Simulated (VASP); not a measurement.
# Mo (Fd-3m) in VASP: a series of runs, part 2 of 3

VASP 6.6.1.

### Step 3. Single point, BLYP (volume scaled by 0.88)

File INCAR:

```
SYSTEM = Mo
PREC = Accurate ; ENCUT = 520
EDIFF = 1E-6 ; ISMEAR = -1
SIGMA = 0.1 ; LREAL = .FALSE.
LASPH = .TRUE. ; NELM = 100
ALGO = Normal ; ISIF = 2
LWAVE = .FALSE. ; LCHARG = .FALSE.
GGA = B5 ; ALDAX = 1.0
AGGAX = 1.0 ; AGGAC = 1.0
ALDAC = 0.0 ; NBANDS = 21
```

File KPOINTS:

```
regular mesh
0
G
  11 11 11
  0 0 0
```

File POSCAR:

```
Mo
1.0
    0.0000000000      2.7741358813      2.7741358813
    2.7741358813      0.0000000000      2.7741358813
    2.7741358813      2.7741358813      0.0000000000
Mo
2
Direct
    0.1250000000      0.1250000000      0.1250000000
    0.8750000000      0.8750000000      0.8750000000
```

Potentials or basis: VASP PAW PBE potentials, release 64 (Mo_sv).

On the command line:

```bash
$ cat potpaw_PBE.64/Mo_sv/POTCAR > POTCAR
$ mpirun -np 1 vasp_std > vasp.out
```

OUTCAR:

```text
SYSTEM = Mo
   PREC = Accurate
   ENCUT = 520
   EDIFF = 1E-6
   ISMEAR = -1
   LREAL = .FALSE.
   LASPH = .TRUE.
   NELM = 100
   ISIF = 2
   GGA = B5

 ion  position               nearest neighbor table
   1  0.125  0.125  0.125-   2 2.40   2 2.40   2 2.40   2 2.40
   2  0.875  0.875  0.875-   1 2.40   1 2.40   1 2.40   1 2.40

  LATTYP: Found a face centered cubic cell.
 ALAT       =     5.5482717626

  Lattice vectors:

 A1 = (   0.0000000000,   2.7741358813,   2.7741358813)
 A2 = (   2.7741358813,   0.0000000000,   2.7741358813)
 A3 = (   2.7741358813,   2.7741358813,   0.0000000000)

Analysis of symmetry for initial positions (statically):
=====================================================================
 Subroutine PRICEL returns:
 Original cell was already a primitive cell.

 Routine SETGRP: Setting up the symmetry group for a
 face centered cubic supercell.

 Subroutine GETGRP returns: Found 48 space group operations
 (whereof 12 operations were pure point group operations)
 out of a pool of 48 trial point group operations.

The static configuration has the point symmetry D_3d.
 The point group associated with its full space group is O_h .

Analysis of symmetry for dynamics (positions and initial velocities):
=====================================================================
 Subroutine PRICEL returns:
 Original cell was already a primitive cell.

 Routine SETGRP: Setting up the symmetry group for a
 face centered cubic supercell.

 Subroutine GETGRP returns: Found 48 space group operations
 (whereof 12 operations were pure point group operations)
 out of a pool of 48 trial point group operations.

The dynamic configuration has the point symmetry D_3d.
 The point group associated with its full space group is O_h .

 Subroutine INISYM returns: Found 48 space group operations
 (whereof 12 operations are pure point group operations),
 and found     1 'primitive' translations
[... 103 lines left out ...]
   POTIM  = 0.5000    time-step for ionic-motion
   TEBEG  =    0.0;   TEEND  =   0.0 temperature during run
   PSTRESS=    0.0 pullay stress
   NELECT =      28.0000    total number of electrons
   NUPDOWN=      -1.0000    fix difference up-down
   EMIN   =  10.00;   EMAX   =-10.00  energy-range for DOS
   EFERMI =   0.00;   METHOD = LEGACY
   ISMEAR =    -1;   SIGMA  =   0.10  broadening in eV -4-tet -1-fermi 0-gaus
   EFERMI_NEDOS =   21; number of points for ismear=-14 and -15
   IALGO  =     38    algorithm
   IMIX   =      4    mixing-type and parameters
     AMIX     =   0.40;   BMIX     =  1.00
     AMIX_MAG =   1.60;   BMIX_MAG =  1.00
  volume/ion in A,a.u.               =      21.35       144.07
  Fermi-wavevector in a.u.,A,eV,Ry     =   1.422295  2.687748 27.523551  2.022924
  Thomas-Fermi vector in A             =   2.543014
   LORBIT       =      0    0 simple, 1 ext, 2 COOP (PROOUT), +10 PAW based schemes
   GGA     = B5    functional components
   LHFCALC =     F    Hartree Fock is set to
   AEXX    =    0.0000 exact exchange contribution
   IVDW    =     0    specifies the selected vdW correction
   LEPSILON=     F    determine dielectric tensor
   LRPA    =     F    only Hartree local field effects (RPA)
 non-spin polarized calculation
  energy-cutoff  :      520.00
  volume of cell :       42.70
 maximum number of plane-waves:      1167
 NGX is ok and might be reduce to    30
   NGX = 15   NGY = 15   NGZ = 15

 number of electron      27.9999997 magnetization

 Free energy of the ion-electron system (eV)
  ---------------------------------------------------
  ext. energy  EPLUGINS =         0.00000000
  ---------------------------------------------------
  free energy    TOTEN  =       -15.36507419 eV

  energy without entropy =      -15.28679227  energy(sigma->0) =      -15.32593323

 E-fermi :   8.3152     XC(G=0): -10.5648

 val. band max:        8.3051605729   @ k =   0.4545   0.4545   0.0000
 cond. band min:       8.3195411745   @ k =   0.3636   0.1818   0.0909
 fundamental gap:      0.0143806016
 Fermi energy:         8.3152461563

 k-point     1 :       0.0000    0.0000    0.0000
  band No.  band energies     occupation
      1     -52.0635      2.00000
      2     -51.1782      2.00000
      3     -26.6304      2.00000
      4     -26.6304      2.00000
      5     -26.6304      2.00000
      6     -25.2979      2.00000
[... 565 lines left out ...]
     20      17.6398      0.00000
     21      17.8717      0.00000

 [... further k-points ...]
[... 5 lines left out ...]
  --------------------------------------------------------------------------------------
  -------------------------------------------------------------------------------------
  Total        4.3988059      4.3988059      4.3988059     -0.0000000      0.0000000     -0.0000000
  in kB      165.0563338    165.0563338    165.0563338     -0.0000000      0.0000000     -0.0000000
  external PRESSURE =     165.0563338 kB  Pullay stress =       0.0000000 kB

 VOLUME and BASIS-vectors are now :
 -----------------------------------------------------------------------------
  energy-cutoff  :      520.00
  volume of cell :       42.70
      direct lattice vectors                 reciprocal lattice vectors
     0.000000000  2.774135881  2.774135881    -0.180236305  0.180236305  0.180236305
     2.774135881  0.000000000  2.774135881     0.180236305 -0.180236305  0.180236305
     2.774135881  2.774135881  0.000000000     0.180236305  0.180236305 -0.180236305

 POSITION                                       TOTAL-FORCE (eV/Angst)
 -----------------------------------------------------------------------------------
      0.69353      0.69353      0.69353         0.000000      0.000000     -0.000000
      4.85474      4.85474      4.85474        -0.000000     -0.000000      0.000000
 -----------------------------------------------------------------------------------
    total drift:                               -0.000000      0.000000      0.000000

  FREE ENERGIE OF THE ION-ELECTRON SYSTEM (eV)
  ---------------------------------------------------
  free  energy   TOTEN  =       -15.3650741871 eV

  energy  without entropy=      -15.2867922725  energy(sigma->0) =      -15.32593323
```

OSZICAR:

```text
N       E                     dE             d eps       ncg     rms          rms(c)
DAV:   1     0.307734799754E+03    0.30773E+03   -0.17882E+04  2352   0.134E+03
DAV:   2    -0.887438241541E+01   -0.31661E+03   -0.30856E+03  2682   0.425E+02
DAV:   3    -0.155084604358E+02   -0.66341E+01   -0.64855E+01  2752   0.625E+01
DAV:   4    -0.155616772364E+02   -0.53217E-01   -0.53060E-01  2572   0.562E+00
DAV:   5    -0.155622010576E+02   -0.52382E-03   -0.52375E-03  2717   0.534E-01    0.149E+01
DAV:   6    -0.154013913904E+02    0.16081E+00   -0.29349E-01  2522   0.483E+00    0.697E+00
DAV:   7    -0.153664963888E+02    0.34895E-01   -0.77221E-02  2647   0.269E+00    0.116E+00
DAV:   8    -0.153649102549E+02    0.15861E-02   -0.86627E-03  2442   0.620E-01    0.110E-01
DAV:   9    -0.153650411152E+02   -0.13086E-03   -0.16150E-04  2662   0.884E-02    0.307E-02
DAV:  10    -0.153650734860E+02   -0.32371E-04   -0.24914E-05  2647   0.382E-02    0.939E-03
DAV:  11    -0.153650741871E+02   -0.70114E-06   -0.25523E-06  2149   0.957E-03
   1 F= -.15365074E+02 E0= -.15325933E+02  d E =-.782819E-01
```

stdout:

```text
POSCAR found type information on POSCAR Mo
 POSCAR found :  1 types and       2 ions
 scaLAPACK will be used
 -----------------------------------------------------------------------------
|                                                                             |
|                                                                             |
|     You enforced a specific xc type in the INCAR file but a different       |
|     I HOPE YOU KNOW WHAT YOU ARE DOING!                                     |
|                                                                             |
 -----------------------------------------------------------------------------

 LDA part: xc-table for (Slater(with rela. corr.)+VWN5), standard interpolation
 POSCAR, INCAR and KPOINTS ok, starting setup
 FFT: planning ... GRIDC
 FFT: planning ... GRID_SOFT
 FFT: planning ... GRID
 WAVECAR not read
 entering main loop
```

Run time: 96 s. Hardware: 1 thread of AMD EPYC 7R13, shared host; peak memory 0.16 GiB.

Results:

| Item | Value |
| --- | --- |
| Free energy | -15.3651 eV |
| Pressure | 16.5 GPa |
| Band gap on the k mesh | zero (band 14 reaches 8.55 eV, above the bottom of band 15 at 8.07 eV) |

Levels at points of the mesh, in eV from the Fermi level:
```
           k point  band 11  band 12  band 13  band 14  band 15  band 16  band 17  band 18
(0.00, 0.00, 0.00)    -2.55    -1.46    -1.46    -1.46     1.34     1.34     1.34     4.69
```

Caveat: the PAW data sets were made with another functional, which shifts forces and pressure a little.

### Step 4. Single point, BLYP (volume scaled by 0.92)

File INCAR:

```
PREC = Accurate
ENCUT = 520
EDIFF = 1E-6
ISMEAR = -1
SIGMA = 0.1
LREAL = F
LASPH = T
NELM = 100
ALGO = Normal
ISIF = 2
LWAVE = F
LCHARG = F
GGA = B5
ALDAX = 1.0
AGGAX = 1.0
AGGAC = 1.0
ALDAC = 0.0
NBANDS = 21
```

File KPOINTS:

```
Automatic mesh
0
Gamma
  11 11 11
```

File POSCAR:

```
Mo
1.0
    0.0000000000      2.8155469997      2.8155469997
    2.8155469997      0.0000000000      2.8155469997
    2.8155469997      2.8155469997      0.0000000000
Mo
2
Direct
    0.1250000000      0.1250000000      0.1250000000
    0.8750000000      0.8750000000      0.8750000000
```

Potentials or basis: VASP PAW PBE potentials, release 64 (Mo_sv).

On the command line:

```bash
$ cat potpaw_PBE.64/Mo_sv/POTCAR > POTCAR
$ mpirun -np 1 vasp_std > vasp.out
```

OUTCAR:

```text
PREC = Accurate
   ENCUT = 520
   EDIFF = 1E-6
   ISMEAR = -1
   LREAL = F
   LASPH = T
   NELM = 100
   ISIF = 2
   GGA = B5

 ion  position               nearest neighbor table
   1  0.125  0.125  0.125-   2 2.44   2 2.44   2 2.44   2 2.44
   2  0.875  0.875  0.875-   1 2.44   1 2.44   1 2.44   1 2.44

  LATTYP: Found a face centered cubic cell.
 ALAT       =     5.6310939994

  Lattice vectors:

 A1 = (   0.0000000000,   2.8155469997,   2.8155469997)
 A2 = (   2.8155469997,   0.0000000000,   2.8155469997)
 A3 = (   2.8155469997,   2.8155469997,   0.0000000000)

Analysis of symmetry for initial positions (statically):
=====================================================================
 Subroutine PRICEL returns:
 Original cell was already a primitive cell.

 Routine SETGRP: Setting up the symmetry group for a
 face centered cubic supercell.

 Subroutine GETGRP returns: Found 48 space group operations
 (whereof 12 operations were pure point group operations)
 out of a pool of 48 trial point group operations.

[... 151 lines left out ...]
 NGX is ok and might be reduce to    30
   NGX = 15   NGY = 15   NGZ = 15

 number of electron      28.0000001 magnetization

 Free energy of the ion-electron system (eV)
  ---------------------------------------------------
  ext. energy  EPLUGINS =         0.00000000
  ---------------------------------------------------
  free energy    TOTEN  =       -15.52504268 eV

  energy without entropy =      -15.44158004  energy(sigma->0) =      -15.48331136

 E-fermi :   7.7758     XC(G=0): -10.3461

 val. band max:        7.7740911759   @ k =   0.3636   0.1818   0.0000
 cond. band min:       7.7794658931   @ k =   0.2727   0.2727   0.0000
 fundamental gap:      0.0053747172
 Fermi energy:         7.7757626999

 k-point     1 :       0.0000    0.0000    0.0000
  band No.  band energies     occupation
      1     -52.5374      2.00000
      2     -51.7749      2.00000
      3     -27.0743      2.00000
      4     -27.0743      2.00000
      5     -27.0743      2.00000
      6     -25.8799      2.00000
[... 565 lines left out ...]
     20      16.7057      0.00000
     21      16.9507      0.00000

 [... further k-points ...]
[... 5 lines left out ...]
  --------------------------------------------------------------------------------------
  -------------------------------------------------------------------------------------
  Total        2.7914105      2.7914105      2.7914105     -0.0000000     -0.0000000      0.0000000
  in kB      100.1880562    100.1880562    100.1880562     -0.0000000     -0.0000000      0.0000000
  external PRESSURE =     100.1880562 kB  Pullay stress =       0.0000000 kB

 VOLUME and BASIS-vectors are now :
 -----------------------------------------------------------------------------
  energy-cutoff  :      520.00
  volume of cell :       44.64
      direct lattice vectors                 reciprocal lattice vectors
     0.000000000  2.815547000  2.815547000    -0.177585386  0.177585386  0.177585386
     2.815547000  0.000000000  2.815547000     0.177585386 -0.177585386  0.177585386
     2.815547000  2.815547000  0.000000000     0.177585386  0.177585386 -0.177585386

 POSITION                                       TOTAL-FORCE (eV/Angst)
 -----------------------------------------------------------------------------------
      0.70389      0.70389      0.70389        -0.000000      0.000000     -0.000000
      4.92721      4.92721      4.92721         0.000000     -0.000000      0.000000
 -----------------------------------------------------------------------------------
    total drift:                               -0.000000      0.000000      0.000000

  FREE ENERGIE OF THE ION-ELECTRON SYSTEM (eV)
  ---------------------------------------------------
  free  energy   TOTEN  =       -15.5250426753 eV

  energy  without entropy=      -15.4415800365  energy(sigma->0) =      -15.48331136
```

stdout:

```text
POSCAR found type information on POSCAR Mo
 POSCAR found :  1 types and       2 ions
 scaLAPACK will be used
 -----------------------------------------------------------------------------
|                                                                             |
|                                                                             |
|     You enforced a specific xc type in the INCAR file but a different       |
|     I HOPE YOU KNOW WHAT YOU ARE DOING!                                     |
|                                                                             |
 -----------------------------------------------------------------------------

 LDA part: xc-table for (Slater(with rela. corr.)+VWN5), standard interpolation
 POSCAR, INCAR and KPOINTS ok, starting setup
 FFT: planning ... GRIDC
 FFT: planning ... GRID_SOFT
 FFT: planning ... GRID
 WAVECAR not read
 entering main loop
```

It took 99 s on 1 thread of AMD EPYC 7R13, shared host; peak memory 0.16 GiB.

Results:

```yaml
Free_energy: -15.5250 eV
Pressure: 10.0 GPa
Band_gap_on_the_k_mesh: zero (band 14 reaches 7.99 eV, above the bottom of band 15 at 7.54 eV)
```

Levels at points of the mesh, in eV from the Fermi level:
```tsv
k point	band 10	band 11	band 12	band 13	band 14	band 15	band 16	band 17	band 18	band 19
(0.00, 0.00, 0.00)	-2.35	-2.35	-1.39	-1.39	-1.39	1.29	1.29	1.29	4.46	4.46
```

Caveat: the PAW data sets were made with another functional, which shifts forces and pressure a little.

(Part 2 of 3 ends here.)
